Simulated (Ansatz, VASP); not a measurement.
**Two plane-wave programs on GaN**

```xyz
2
Lattice="0.0000 2.2384 2.2384 2.2384 0.0000 2.2384 2.2384 2.2384 0.0000" Properties=species:S:1:pos:R:3 pbc="T T T"
Ga    0.0000    0.0000    0.0000
N     1.1192    1.1192    1.1192
```

Alike in both runs: task single point; functional PBE; k mesh 10 × 10 × 10; occupations fermi-dirac, width 0.05 eV; non-collinear spin, spin-orbit coupling.

|  | VASP | Ansatz |
| --- | --- | --- |
| version | VASP 6.6.1 | Ansatz 0.2.0 |
| potentials or method | VASP PAW PBE potentials, release 64 (Ga_d, N) | Ansatz PAW |
| plane-wave cutoff (eV) | 520 | 420 |
| valence electrons in the cell | 18 | 18 |

|  | VASP | Ansatz | Ansatz less VASP |
| --- | --- | --- | --- |
| pressure (GPa) | 9.1 | 9.1 | +0.01 |
| net moment per atom (μB) | 0.00 | 0.00 | 0.000 |
